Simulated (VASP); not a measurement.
# MoH3 (P-3m1) in VASP: further runs, part 2 of 2

VASP 6.6.1. The steps go on from the part before.

## (4) Single point, PBE

This run uses another cell than the first one, of 7.00 Å³/atom.

Contents of INCAR:

```
SYSTEM = MoH3
ALGO     = Normal         ! electronic algorithm
EDIFF    = 1E-6           ! SCF threshold, eV
ENCUT    = 520            ! plane-wave cutoff, eV
GGA      = PE             ! functional
ISIF     = 2              ! what is computed and relaxed
ISMEAR   = 0              ! smearing method
LASPH    = .True.         ! aspherical terms in the spheres
LCHARG   = .False.        ! write CHGCAR
LREAL    = .False.        ! projectors in reciprocal space
LWAVE    = .False.        ! write WAVECAR
NBANDS   = 16             ! bands
NELM     = 80             ! most SCF steps
PREC     = Accurate       ! precision mode
SIGMA    = 0.1            ! smearing width, eV
```

Contents of KPOINTS:

```
k-points
0
Gamma
  18 18 12
  0 0 0
```

Contents of POSCAR:

```
MoH3
1.0
    2.9227702067      0.0000000000      0.0000000000
   -1.4613851034      2.5311932484      0.0000000000
    0.0000000000      0.0000000000      3.7847313736
H Mo
3 1
Direct
    0.3333333333      0.6666666667      0.7726656492
    0.6666666667      0.3333333333      0.2273343508
    0.0000000000      0.0000000000      0.5000000000
    0.0000000000      0.0000000000      0.0000000000
```

Potentials or basis: VASP PAW PBE potentials, release 64 (H, Mo_sv).

Started as:

```console
> cat potpaw_PBE.64/H/POTCAR potpaw_PBE.64/Mo_sv/POTCAR > POTCAR
> mpirun -np 1 vasp_std > vasp.out
```

OUTCAR:

```text
SYSTEM = MoH3
   EDIFF = 1E-6
   ENCUT = 520
   GGA = PE
   ISIF = 2
   ISMEAR = 0
   LASPH = .True.
   LREAL = .False.
   NELM = 80
   PREC = Accurate

 ion  position               nearest neighbor table
   1  0.333  0.667  0.773-   4 1.89   4 1.89   4 1.89
   2  0.667  0.333  0.227-   4 1.89   4 1.89   4 1.89
   3  0.000  0.000  0.500-   4 1.89   4 1.89
   4  0.000  0.000  0.000-   3 1.89   3 1.89   1 1.89   2 1.89   2 1.89   1 1.89   2 1.89   1 1.89

  LATTYP: Found a hexagonal cell.
 ALAT       =     2.9227702067
 C/A-ratio  =     1.2949123968

  Lattice vectors:

 A1 = (   2.9227702067,   0.0000000000,   0.0000000000)
 A2 = (  -1.4613851034,   2.5311932484,   0.0000000000)
 A3 = (   0.0000000000,   0.0000000000,   3.7847313736)

Analysis of symmetry for initial positions (statically):
=====================================================================
 Subroutine PRICEL returns:
 Original cell was already a primitive cell.

 Routine SETGRP: Setting up the symmetry group for a
[... 167 lines left out ...]
  ext. energy  EPLUGINS =         0.00000000
  ---------------------------------------------------
  free energy    TOTEN  =       -20.36624506 eV

  energy without entropy =      -20.35788220  energy(sigma->0) =      -20.36206363

 E-fermi :   6.8438     XC(G=0): -11.5376

 val. band max:        6.8430902144   @ k =  -0.0556   0.2222   0.3333
 cond. band min:       6.8438746788   @ k =  -0.0556   0.2222   0.4167
 fundamental gap:      0.0007844644
 Fermi energy:         6.8438447507

 k-point     1 :       0.0000    0.0000    0.0000
  band No.  band energies     occupation
      1     -54.3999      2.00000
      2     -28.5850      2.00000
      3     -28.0322      2.00000
      4     -28.0322      2.00000
      5      -3.2479      2.00000
      6       1.2883      2.00000
[... 433 lines left out ...]
      3     -28.4579      2.00000
      4     -28.2663      2.00000
      5      -0.2231      2.00000
      6       1.5171      2.00000
[... 8 lines left out ...]
     15      18.5580      0.00000
     16      21.0296      0.00000

 [... further k-points ...]
[... 5 lines left out ...]
  --------------------------------------------------------------------------------------
  -------------------------------------------------------------------------------------
  Total        0.0089372      0.0089372     -0.0057434     -0.0000000      0.0000000     -0.0000000
  in kB        0.5113940      0.5113940     -0.3286449     -0.0000000      0.0000000     -0.0000000
  external PRESSURE =       0.2313810 kB  Pullay stress =       0.0000000 kB

 VOLUME and BASIS-vectors are now :
 -----------------------------------------------------------------------------
  energy-cutoff  :      520.00
  volume of cell :       28.00
      direct lattice vectors                 reciprocal lattice vectors
     2.922770207  0.000000000  0.000000000     0.342141164  0.197535293  0.000000000
    -1.461385103  2.531193248  0.000000000     0.000000000  0.395070586  0.000000000
     0.000000000  0.000000000  3.784731374     0.000000000  0.000000000  0.264219545

 POSITION                                       TOTAL-FORCE (eV/Angst)
 -----------------------------------------------------------------------------------
     -0.00000      1.68746      2.92433         0.000000      0.000000     -0.006028
      1.46139      0.84373      0.86040        -0.000000     -0.000000      0.006028
      0.00000      0.00000      1.89237        -0.000000      0.000000      0.000000
      0.00000      0.00000      0.00000        -0.000000      0.000000      0.000000
 -----------------------------------------------------------------------------------
    total drift:                               -0.000000      0.000000     -0.000000

  FREE ENERGIE OF THE ION-ELECTRON SYSTEM (eV)
  ---------------------------------------------------
  free  energy   TOTEN  =       -20.3662450566 eV

  energy  without entropy=      -20.3578821965  energy(sigma->0) =      -20.36206363
```

Run time: 3.1 min. Hardware: 1 thread of Intel Xeon 8259CL, shared host; peak memory 0.29 GiB.

Results:

```yaml
Free_energy: -20.3662 eV
Pressure: 0.0 GPa
Largest_force: 0.006 eV/Å
Band_gap_on_the_k_mesh: zero (an odd number of electrons rules out a gap without spin polarisation)
```

Forces on the atoms (eV/Å):
```
H    0.000  0.000 -0.006
H    0.000  0.000  0.006
H    0.000  0.000  0.000
Mo   0.000  0.000  0.000
```

Stress tensor (GPa, compression positive):
```
 0.05  0.00  0.00
 0.00  0.05  0.00
 0.00  0.00 -0.03
```

Caveat: an odd number of electrons without spin polarisation forces a metal; a magnetic or distorted state may lie lower.

## (5) Relaxation of cell and atoms, PBE

Contents of INCAR:

```
SYSTEM = MoH3
ALGO = Normal
EDIFF = 1E-7
EDIFFG = -0.01
ENCUT = 600
GGA = PE
IBRION = 2
ISIF = 3
ISMEAR = 0
LASPH = .True.
LCHARG = .False.
LREAL = .False.
LWAVE = .False.
NELM = 60
NSW = 100
PREC = Accurate
SIGMA = 0.1
```

KPOINTS is that of step 4.

Contents of POSCAR:

```
MoH3
1.0
    2.9409737648      0.0000000000      0.0000000000
   -1.4704868824      2.5469579922      0.0000000000
    0.0000000000      0.0000000000      3.7722474091
H Mo
3 1
Direct
    0.3333333333      0.6666666667      0.7791658215
    0.6666666667      0.3333333333      0.2208341785
    0.0000000000      0.0000000000      0.5000000000
    0.0000000000      0.0000000000      0.0000000000
```

Started as:

```console
> cat potpaw_PBE.64/H/POTCAR potpaw_PBE.64/Mo_sv/POTCAR > POTCAR
> mpirun -np 1 vasp_std > vasp.out
```

It took 8.8 min on 1 thread of Intel Xeon 8259CL, shared host; peak memory 0.3 GiB.

Results (log left out):

| Item | Value |
| --- | --- |
| Free energy | -20.3679 eV |
| Relaxed volume | 7.00 Å³/atom |
| Relaxed cell | a = 2.922 Å, b = 2.922 Å, c = 3.786 Å, α = 90.00°, β = 90.00°, γ = 120.00° |
| Space group after relaxing (to 0.1 Å) | P-3m1 (No. 164) |
| Energy gained by relaxing | 0.6 meV/atom |
| Ionic steps | 8 |
| Pressure after relaxing | 0.0 GPa |
| Band gap on the k mesh | zero (an odd number of electrons rules out a gap without spin polarisation) |

Stress tensor (GPa, compression positive):
```
 0.09  0.00  0.00
 0.00  0.09  0.00
 0.00  0.00 -0.05
```

Step by step:
| step | energy change (eV) | largest force (eV/Å) | pressure (GPa) | volume (Å³) |
| --- | --- | --- | --- | --- |
| 1 | 0.0000 | 0.0516 | -0.56 | 28.26 |
| 2 | -0.0008 | 0.0635 | 0.02 | 28.15 |
| 3 | -0.0010 | 0.0746 | 0.57 | 28.06 |
| 4 | -0.0016 | 0.0589 | 0.31 | 28.07 |
| 5 | -0.0022 | 0.0303 | -0.07 | 28.09 |
| 6 | -0.0023 | 0.0179 | -0.27 | 28.10 |
| 7 | -0.0024 | 0.0100 | -0.11 | 28.06 |
| 8 | -0.0025 | 0.0013 | 0.04 | 28.00 |

Final structure:
```
H Mo
1.0
     2.92235    0.00000    0.00000
    -1.46118    2.53083    0.00000
     0.00000    0.00000    3.78617
H Mo
3 1
Cartesian
  0.0000 1.6872 2.9240
  1.4612 0.8436 0.8622
  0.0000 0.0000 1.8931
  0.0000 0.0000 3.7862
```

Levels at points of the mesh, in eV from the Fermi level:
```tsv
k point	band 5	band 6	band 7	band 8	band 9	band 10	band 11	band 12
(0.00, 0.00, 0.00)	-10.09	-5.55	-1.93	-1.14	-1.14	1.45	1.45	8.78
(0.50, 0.00, 0.00)	-7.31	-5.08	-4.26	-2.73	0.60	3.02	5.37	7.40
(0.00, 0.00, 0.50)	-8.12	-7.10	-1.08	-1.08	-0.54	1.14	1.14	2.48
(0.50, 0.00, 0.50)	-7.38	-3.77	-3.61	-1.62	0.13	0.74	3.03	7.06
```

Caveat: an odd number of electrons without spin polarisation forces a metal; a magnetic or distorted state may lie lower.

## (6) The runs side by side

```tsv
task	cell	k mesh	cutoff (eV)	gap on the mesh (eV)	pressure (GPa)	relaxed volume (Å³/atom)	largest force (eV/Å)
single point	a = 2.941, b = 2.941, c = 3.772 Å, angles 90.0, 90.0, 120.0°, 4 atoms, atomic positions A	6 × 6 × 4	520	none	0.0	-	-
relaxation of cell and atoms	relaxed from a = 3.689, b = 3.689, c = 3.754 Å, angles 90.0, 90.0, 120.0°, 4 atoms, atomic positions B	6 × 6 × 4	600	none	0.3	7.06	0.01
single point	a = 2.923, b = 2.923, c = 3.785 Å, angles 90.0, 90.0, 120.0°, 4 atoms, atomic positions C	18 × 18 × 12	520	none	0.0	-	0.01
relaxation of cell and atoms	relaxed from a = 2.941, b = 2.941, c = 3.772 Å, angles 90.0, 90.0, 120.0°, 4 atoms, atomic positions A	18 × 18 × 12	600	none	0.0	7.00	-
```

Alike in all rows: level PBE; potentials or basis VASP PAW PBE potentials, release 64 (H, Mo_sv); no spin polarisation; smearing gaussian 0.1 eV.

Caveats: some runs use coarse meshes; an odd number of electrons without spin polarisation forces a metal; a magnetic or distorted state may lie lower; the volume moved by over 15 % at a fixed basis, so the end points are rough (at least some runs).

Total energies depend on the potentials used, so only differences within one code and one set of settings carry meaning.

The gap in the log of VASP goes by the Fermi energy; the results here count the filled bands.